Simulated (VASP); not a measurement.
# CdS (rocksalt type) (Fm-3m) in VASP: relaxation of cell and atoms with LDA

Aim: the relaxation of cell and atoms of CdS (rocksalt type) with LDA.

Program: VASP 6.6.1. These are calculated values, not measurements. Logs are shortened: lines on timing, memory, paths and dates and some standing lists are left out, and cuts for length are marked.

### 1 The cell of the first run

Symmetry: Fm-3m, No. 225, cubic system. The conventional cell has a = 5.046 Å, b = 5.046 Å, c = 5.046 Å, α = 90.00°, β = 90.00°, γ = 90.00°. Cd (site symmetry m-3m) has 6 S at 2.52 Å within 3.3 Å. Within 3.3 Å of S (site symmetry m-3m) lie 6 Cd at 2.52 Å.

### 2 Relaxation of cell and atoms, LDA

Contents of INCAR:

```
SYSTEM = CdS
  ALGO = Normal
  EDIFF = 1E-7
  EDIFFG = -0.005
  ENCUT = 600
  GGA = CA
  IBRION = 2
  ISIF = 3
  ISMEAR = -1
  LASPH = .True.
  LCHARG = .False.
  LREAL = .False.
  LWAVE = .False.
  NELM = 100
  NSW = 60
  PREC = Accurate
  SIGMA = 0.05
```

Contents of KPOINTS:

```
k-points
0
Gamma
  14 14 14
  0 0 0
```

Contents of POSCAR:

```
CdS
1.0
    0.0000000000      2.5228479314      2.5228479314
    2.5228479314      0.0000000000      2.5228479314
    2.5228479314      2.5228479314      0.0000000000
Cd S
1 1
Direct
    0.0000000000      0.0000000000      0.0000000000
    0.5000000000      0.5000000000      0.5000000000
```

Potentials or basis: VASP PAW LDA potentials, release 64 (Cd, S).

On the command line:

```bash
> cat potpaw_LDA.64/Cd/POTCAR potpaw_LDA.64/S/POTCAR > POTCAR
> mpirun -np 1 vasp_std > vasp.out
```

OUTCAR:

```text
SYSTEM = CdS
   EDIFF = 1E-7
   EDIFFG = -0.005
   ENCUT = 600
   GGA = CA
   IBRION = 2
   ISIF = 3
   ISMEAR = -1
   LASPH = .True.
   LREAL = .False.
   NELM = 100
   NSW = 60
   PREC = Accurate

 ion  position               nearest neighbor table
   1  0.000  0.000  0.000-   2 2.52   2 2.52   2 2.52   2 2.52   2 2.52   2 2.52
   2  0.500  0.500  0.500-   1 2.52   1 2.52   1 2.52   1 2.52   1 2.52   1 2.52

  LATTYP: Found a face centered cubic cell.
 ALAT       =     5.0456958628

  Lattice vectors:

 A1 = (   0.0000000000,   2.5228479314,   2.5228479314)
 A2 = (   2.5228479314,   0.0000000000,   2.5228479314)
 A3 = (   2.5228479314,   2.5228479314,   0.0000000000)

Analysis of symmetry for initial positions (statically):
=====================================================================
 Subroutine PRICEL returns:
 Original cell was already a primitive cell.

 Routine SETGRP: Setting up the symmetry group for a
 face centered cubic supercell.

 Subroutine GETGRP returns: Found 48 space group operations
 (whereof 48 operations were pure point group operations)
 out of a pool of 48 trial point group operations.

The static configuration has the point symmetry O_h .

Analysis of symmetry for dynamics (positions and initial velocities):
=====================================================================
 Subroutine PRICEL returns:
 Original cell was already a primitive cell.

 Routine SETGRP: Setting up the symmetry group for a
 face centered cubic supercell.

 Subroutine GETGRP returns: Found 48 space group operations
 (whereof 48 operations were pure point group operations)
 out of a pool of 48 trial point group operations.

The dynamic configuration has the point symmetry O_h .

 Subroutine INISYM returns: Found 48 space group operations
 (whereof 48 operations are pure point group operations),
 and found     1 'primitive' translations

----------------------------------------------------------------------------------------

                                     Primitive cell

  volume of cell :      32.1147

  direct lattice vectors                    reciprocal lattice vectors
     0.000000000  2.522847931  2.522847931    -0.198188719  0.198188719  0.198188719
     2.522847931  0.000000000  2.522847931     0.198188719 -0.198188719  0.198188719
     2.522847931  2.522847931  0.000000000     0.198188719  0.198188719 -0.198188719

  length of vectors
     3.567845760  3.567845760  3.567845760     0.343272931  0.343272931  0.343272931

  position of ions in fractional coordinates (direct lattice)
     0.000000000  0.000000000  0.000000000
     0.500000000  0.500000000  0.500000000

  ion indices of the primitive-cell ions
   primitive index   ion index
                 1           1
                 2           2

----------------------------------------------------------------------------------------

 KPOINTS: k-points

Automatic generation of k-mesh.
 Grid dimensions read from file:
 generate k-points for:   14   14   14

 Generating k-lattice:

  Cartesian coordinates                     Fractional coordinates (reciprocal lattice)
    -0.014156337  0.014156337  0.014156337     0.071428571  0.000000000  0.000000000
     0.014156337 -0.014156337  0.014156337     0.000000000  0.071428571  0.000000000
     0.014156337  0.014156337 -0.014156337     0.000000000  0.000000000  0.071428571

  Length of vectors
     0.024519495  0.024519495  0.024519495

  Shift w.r.t. Gamma in fractional coordinates (k-lattice)
     0.000000000  0.000000000  0.000000000

 Subroutine IBZKPT returns following result:
 ===========================================

 Found    104 irreducible k-points:

 Following reciprocal coordinates:
            Coordinates               Weight
  0.000000  0.000000  0.000000      1.000000
  0.071429  0.000000  0.000000      8.000000
  0.142857  0.000000  0.000000      8.000000
  0.214286  0.000000  0.000000      8.000000
  0.285714  0.000000  0.000000      8.000000
  0.357143  0.000000  0.000000      8.000000
[... 16 lines left out ...]
  0.214286  0.142857  0.000000     24.000000
  0.285714  0.142857  0.000000     24.000000
 [... further k-points ...]
   k-points           NKPTS =    104   k-points in BZ     NKDIM =    104   number of bands    NBANDS=     13
   number of dos      NEDOS =    301   number of ions     NIONS =      2
   total plane-waves  NPLWV =  27000
   dimension x,y,z NGX =    30 NGY =   30 NGZ =   30
   dimension x,y,z NGXF=    60 NGYF=   60 NGZF=   60
   ions per type =               1   1
   NGX,Y,Z   is equivalent  to a cutoff of  13.98, 13.98, 13.98 a.u.
   NGXF,Y,Z  is equivalent  to a cutoff of  27.96, 27.96, 27.96 a.u.
 SYSTEM =  CdS
   PREC   = accura    normal or accurate (medium, high low for compatibility)
   ISTART =      0    job   : 0-new  1-cont  2-samecut
   ICHARG =      2    charge: 1-file 2-atom 10-const
   ISPIN  =      1    spin polarized calculation?
   LNONCOLLINEAR =      F non collinear calculations
   LSORBIT =      F    spin-orbit coupling
   LASPH  =      T    aspherical Exc in radial PAW
   ENCUT  =  600.0 eV  44.10 Ry    6.64 a.u.   7.13  7.13  7.13*2*pi/ulx,y,z
   NELM   =    100;   NELMIN=  2; NELMDL= -5     # of ELM steps
   EDIFF  = 0.1E-06   stopping-criterion for ELM
   LREAL  =      F    real-space projection
   EDIFFG = -.5E-02   stopping-criterion for IOM
   NSW    =     60    number of steps for IOM
   IBRION =      2    ionic relax: 0-MD 1-quasi-New 2-CG
   NFREE  =      1    steps in history (QN), initial steepest desc. (CG)
   ISIF   =      3    stress and relaxation
   ISYM   =      2    0-nonsym 1-usesym 2-fastsym
   POTIM  = 0.5000    time-step for ionic-motion
   TEBEG  =    0.0;   TEEND  =   0.0 temperature during run
   PSTRESS=    0.0 pullay stress
   NELECT =      18.0000    total number of electrons
   NUPDOWN=      -1.0000    fix difference up-down
   EMIN   =  10.00;   EMAX   =-10.00  energy-range for DOS
   EFERMI =   0.00;   METHOD = LEGACY
   ISMEAR =    -1;   SIGMA  =   0.05  broadening in eV -4-tet -1-fermi 0-gaus
   EFERMI_NEDOS =   21; number of points for ismear=-14 and -15
   IALGO  =     38    algorithm
   IMIX   =      4    mixing-type and parameters
     AMIX     =   0.40;   BMIX     =  1.00
     AMIX_MAG =   1.60;   BMIX_MAG =  1.00
  volume/ion in A,a.u.               =      16.06       108.36
  Fermi-wavevector in a.u.,A,eV,Ry     =   1.349785  2.550724 24.788720  1.821920
  Thomas-Fermi vector in A             =   2.477343
   LORBIT       =      0    0 simple, 1 ext, 2 COOP (PROOUT), +10 PAW based schemes
   GGA     = CA    functional components
   LHFCALC =     F    Hartree Fock is set to
   AEXX    =    0.0000 exact exchange contribution
   IVDW    =     0    specifies the selected vdW correction
   LEPSILON=     F    determine dielectric tensor
   LRPA    =     F    only Hartree local field effects (RPA)
 conjugate gradient relaxation of ions
 non-spin polarized calculation
  energy-cutoff  :      600.00
  volume of cell :       32.11
 maximum number of plane-waves:      1090
 NGX is ok and might be reduce to    30
   NGX = 15   NGY = 15   NGZ = 15

--------------------------------------- Ionic step        1  -------------------------------------------

 number of electron      18.0000002 magnetization

 Free energy of the ion-electron system (eV)
  ---------------------------------------------------
  ext. energy  EPLUGINS =         0.00000000
  ---------------------------------------------------
  free energy    TOTEN  =        -6.85381158 eV

  energy without entropy =       -6.85253160  energy(sigma->0) =       -6.85317159

 E-fermi :   5.7431     XC(G=0): -11.9723

 val. band max:        5.6497832237   @ k =   0.5000   0.0000   0.0000
 cond. band min:       5.7639299653   @ k =   0.4286   0.4286   0.0000
 fundamental gap:      0.1141467416
 Fermi energy:         5.7430775579

 k-point     1 :       0.0000    0.0000    0.0000
  band No.  band energies     occupation
      1      -9.2932      2.00000
      2      -2.9257      2.00000
      3      -2.9257      2.00000
      4      -2.9219      2.00000
      5      -2.9219      2.00000
      6      -2.9219      2.00000
      7       4.2019      2.00000
      8       4.2019      2.00000
      9       4.2019      2.00000
     10       7.5929      0.00000
     11      14.7634      0.00000
     12      14.7634      0.00000
     13      14.7634      0.00000
[... 469 lines left out ...]
  FREE ENERGIE OF THE ION-ELECTRON SYSTEM (eV)
  ---------------------------------------------------
  free  energy   TOTEN  =        -7.2642288670 eV

  energy  without entropy=       -7.2633098117  energy(sigma->0) =       -7.26376934

[... ionic steps 4 to 16 ...]

--------------------------------------- Ionic step       17  -------------------------------------------

 number of electron      17.9999996 magnetization

------------------------ aborting loop because EDIFF is reached ----------------------------------------

  FORCE on cell =-STRESS in cart. coord.  units (eV):
  Direction    XX          YY          ZZ          XY          YZ          ZX
  --------------------------------------------------------------------------------------
  -------------------------------------------------------------------------------------
  Total        0.0134687      0.0134687      0.0134687     -0.0000000      0.0000000      0.0000000
  in kB        0.5628242      0.5628242      0.5628242     -0.0000000      0.0000000      0.0000000
  external PRESSURE =       0.5628242 kB  Pullay stress =       0.0000000 kB
[... 57 lines left out ...]
  energy  without entropy=       -7.2634022165  energy(sigma->0) =       -7.26386208

--------------------------------------- Ionic step       19  -------------------------------------------

 number of electron      17.9999996 magnetization

 Free energy of the ion-electron system (eV)
  ---------------------------------------------------
  ext. energy  EPLUGINS =         0.00000000
  ---------------------------------------------------
  free energy    TOTEN  =        -7.26432279 eV

  energy without entropy =       -7.26340291  energy(sigma->0) =       -7.26386285

 E-fermi :   3.6004     XC(G=0): -11.0729

 val. band max:        3.4478642633   @ k =   0.5000   0.0000   0.0000
 cond. band min:       3.6992782423   @ k =   0.4286   0.4286   0.0000
 fundamental gap:      0.2514139789
 Fermi energy:         3.6003721878

 k-point     1 :       0.0000    0.0000    0.0000
  band No.  band energies     occupation
      1      -9.8406      2.00000
      2      -4.3879      2.00000
      3      -4.3879      2.00000
      4      -4.3828      2.00000
      5      -4.3828      2.00000
      6      -4.3828      2.00000
      7       2.5359      2.00000
      8       2.5359      2.00000
      9       2.5359      2.00000
     10       4.4367      0.00000
     11      12.6196      0.00000
     12      12.6196      0.00000
     13      12.6196      0.00000
[... 397 lines left out ...]
  FREE ENERGIE OF THE ION-ELECTRON SYSTEM (eV)
  ---------------------------------------------------
  free  energy   TOTEN  =        -7.2643227914 eV

  energy  without entropy=       -7.2634029059  energy(sigma->0) =       -7.26386285

 reached required accuracy - stopping structural energy minimisation
```

Run time: 5.1 min. Hardware: 1 thread of Intel Xeon 8259CL, shared host; peak memory 0.2 GiB.

What came out:

- Free energy: -7.2643 eV
- Relaxed volume: 19.17 Å³/atom
- Relaxed cell: a = 3.785 Å, b = 3.785 Å, c = 3.785 Å, α = 60.00°, β = 60.00°, γ = 60.00°
- Space group after relaxing (to 0.1 Å): Fm-3m (No. 225)
- Energy gained by relaxing: 205.3 meV/atom
- Ionic steps: 19
- Pressure after relaxing: 0.0 GPa
- Band gap on the k mesh: zero (bands 9 and 10 overlap by 0.01 eV)

The path:
| step | energy change (eV) | largest force (eV/Å) | pressure (GPa) | volume (Å³) |
| --- | --- | --- | --- | --- |
| 1 | 0.0000 | 0.0000 | 24.95 | 32.11 |
| 2 | -0.1543 | 0.0000 | -10.29 | 45.19 |
| 3 | -0.4104 | 0.0000 | -0.28 | 38.47 |
| 4 | -0.4105 | 0.0000 | 0.04 | 38.34 |
| 5 | -0.4105 | 0.0000 | 0.05 | 38.34 |
| 6 | -0.4105 | 0.0000 | 0.05 | 38.34 |
| 7 | -0.4105 | 0.0000 | 0.05 | 38.34 |
| 8 | -0.4105 | 0.0000 | 0.05 | 38.34 |
| 9 | -0.4105 | 0.0000 | 0.05 | 38.34 |
| 10 | -0.4105 | 0.0000 | 0.05 | 38.34 |
| 11 | -0.4105 | 0.0000 | 0.05 | 38.34 |
| 12 | -0.4105 | 0.0000 | 0.05 | 38.34 |
| 13 | -0.4105 | 0.0000 | 0.05 | 38.34 |
| 14 | -0.4105 | 0.0000 | 0.05 | 38.34 |
| 15 | -0.4105 | 0.0000 | 0.05 | 38.34 |
| 16 | -0.4105 | 0.0000 | 0.05 | 38.34 |
| 17 | -0.4105 | 0.0000 | 0.06 | 38.34 |
| 18 | -0.4105 | 0.0000 | 0.04 | 38.34 |
| 19 | -0.4105 | 0.0000 | 0.04 | 38.35 |

Final structure:
```cif
data_structure
_symmetry_space_group_name_H-M 'P 1'
_symmetry_Int_Tables_number 1
_cell_length_a 3.7851
_cell_length_b 3.7851
_cell_length_c 3.7851
_cell_angle_alpha 60.000
_cell_angle_beta 60.000
_cell_angle_gamma 60.000
_cell_volume 38.35
loop_
_atom_site_label
_atom_site_type_symbol
_atom_site_fract_x
_atom_site_fract_y
_atom_site_fract_z
_atom_site_occupancy
Cd1 Cd 0.00000 0.00000 0.00000 1
S1 S 0.50000 0.50000 0.50000 1
```

Levels at points of the mesh, in eV from the Fermi level:
```tsv
k point	band 6	band 7	band 8	band 9	band 10	band 11	band 12	band 13
(0.00, 0.00, 0.00)	-7.98	-1.06	-1.06	-1.06	0.84	9.02	9.02	9.02
(0.50, 0.00, 0.00)	-7.73	-5.42	-0.15	-0.15	3.09	5.51	5.51	7.02
(0.50, 0.50, 0.00)	-6.81	-4.94	-2.62	-2.62	-0.17	5.67	9.93	11.35
```

Caveat: the volume moved by over 15 % at a fixed basis, so the end points are rough; semilocal functionals underestimate gaps, so a narrow gap can read as zero.
